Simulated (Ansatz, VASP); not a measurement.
**One calculation of WSe2, two programs**

Contents of INCAR:

```
SYSTEM = WSe2
ALGO = Normal ; DIPOL = 0.5 0.5 0.500
EDIFF = 1E-6 ; ENCUT = 520
GGA = PE ; IDIPOL = 3
ISIF = 2 ; ISMEAR = 0
IVDW = 12 ; LASPH = .TRUE.
LCHARG = .FALSE. ; LDIPOL = .TRUE.
LREAL = .FALSE. ; LWAVE = .FALSE.
NBANDS = 20 ; NELM = 60
PREC = Accurate ; SIGMA = 0.02
```

KPOINTS

```
k-points
0
G
  9 9 1
  0 0 0
```

POSCAR

```
WSe2
1.0
    3.4170000000      0.0000000000      0.0000000000
   -1.7085000000      2.9592088047      0.0000000000
    0.0000000000      0.0000000000     32.7373831004
Se W
2 1
Direct
    0.3333333333      0.6666666667      0.4494309000
    0.3333333333      0.6666666667      0.5505691000
    0.6666666667      0.3333333333      0.5000000000
```

Input for Ansatz:

```yaml
crystal:
  lattice:
    - [3.417, 0.0, 0.0]
    - [-1.7085, 2.9592088047, 0.0]
    - [0.0, 0.0, 32.7373831004]
  atoms:
    - { symbol: Se, position: [0.3333333333, 0.6666666667, 0.4494309] }
    - { symbol: W, position: [0.6666666667, 0.3333333333, 0.5] }
    - { symbol: Se, position: [0.3333333333, 0.6666666667, 0.5505691] }
  periodic: [true, true, false]
basis:
  ecutwfc: 420
kpoints:
  mp_grid: { grid: [9, 9, 1] }
hamiltonian:
  xc: pbe
  pseudopotentials: { kind: paw, azcp: { folder: soft_1 } }
  dispersion: d3bj
scf:
  occupations: { method: gaussian, width: 0.02 }
output:
  forces: true
  stress: true
  eigenvalues: true
```

Alike in both runs: task single point; functional PBE; dispersion D3(BJ); k mesh 9 × 9 × 1; occupations gaussian, width 0.02 eV; no spin polarisation.

|  | VASP | Ansatz |
| --- | --- | --- |
| version | VASP 6.6.1 | Ansatz 0.2.0 |
| potentials or method | VASP PAW PBE potentials, release 64 (Se, W_sv), cutoff 520 eV | scalar-relativistic, plane waves, PAW |
| valence electrons in the cell | 26 | 46 |

|  | VASP | Ansatz | Ansatz less VASP |
| --- | --- | --- | --- |
| gap on the k mesh at the Fermi level (eV) | 1.25 | 1.25 | +0.003 |
| least direct gap on the mesh (eV) | 1.25 | 1.25 | +0.003 |
| rms of the force components (eV/Å) | 0.119 | 0.137 | +0.0187 |

VASP's potentials hold 26 valence electrons a cell and Ansatz's 46, so a difference there can come from the potentials and not from the codes.

Spin-orbit coupling is off throughout.
